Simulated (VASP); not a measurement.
## Be: single point with PBE

Be:

```
Be
1.0
    -1.29057    1.29057    1.29057
     1.29057   -1.29057    1.29057
     1.29057    1.29057   -1.29057
Be
1
Direct
  0.00000 0.00000 0.00000
```

This cell differs from its parent crystal: volume scaled by 1.10.

```json
{
 "Program": "VASP 6.6.1",
 "Task": "single point",
 "Functional": "PBE",
 "Potentials or basis": "VASP PAW PBE potentials, release 64 (Be)",
 "Cutoff": "520 eV",
 "k mesh": "24 × 24 × 24",
 "Occupations": "gaussian, width 0.1 eV",
 "Spin": "no spin polarisation"
}
```

The pressure is -9.9 GPa and the band gap on the k mesh is zero (band 1 reaches 10.87 eV, above the bottom of band 2 at 5.93 eV).

Levels at points of the mesh, in eV from the Fermi level:
```
           k point  band 1  band 2  band 3  band 4  band 5
(0.00, 0.00, 0.00)  -11.82   17.87   17.87   17.87   28.90
(0.50, 0.00, 0.00)   -4.98    0.02   11.29   14.34   19.22
(0.50, 0.50, 0.50)    3.59    3.59    3.59    9.29    9.29
```

Wall time 9.8 s on 1 thread of Intel(R) Xeon(R) 6975P-C (Granite Rapids), with other jobs on the host, peak memory 0.13 GiB.
